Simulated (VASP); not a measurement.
GaP, 8 atoms in the cell. It takes space group P4_32_12 (No. 96, tetragonal). Conventional cell: a = 6.633 Å, b = 6.633 Å, c = 3.733 Å, α = 90.00°, β = 90.00°, γ = 90.00°. Ga (site symmetry 2) has 4 P at 2.39 to 2.45 Å within 3.2 Å. Within 3.2 Å of P (site symmetry 2) lie 4 Ga at 2.39 to 2.45 Å. The cell was generated, and may not be a known phase.

```yaml
Program: VASP 6.6.1
Task: single point
Functional: PBE
Potentials_or_basis: VASP PAW PBE potentials, release 64 (Ga_d, P)
Cutoff: 520 eV
k_mesh: 4 × 4 × 8
Occupations: gaussian, width 0.02 eV
Spin: no spin polarisation
Dipole_correction: no
Further_INCAR_settings: ALGO = Normal; EDIFF = 1e-07; NBANDS = 46
```

Potentials or basis: VASP PAW PBE potentials, release 64 (Ga_d, P).

The run is started by

```bash
$ cat potpaw_PBE.64/Ga_d/POTCAR potpaw_PBE.64/P/POTCAR > POTCAR
$ mpirun -np 1 vasp_std > vasp.out
```

Hardware: 1 thread of Intel Xeon 8259CL, with other jobs on the host.

**Question.** How long does it take, and how much memory?

**Answer.** It took 7 min on 1 thread of Intel Xeon 8259CL, with other jobs on the host, peak memory 0.35 GiB. Counts: scf iterations 16, k points 30.
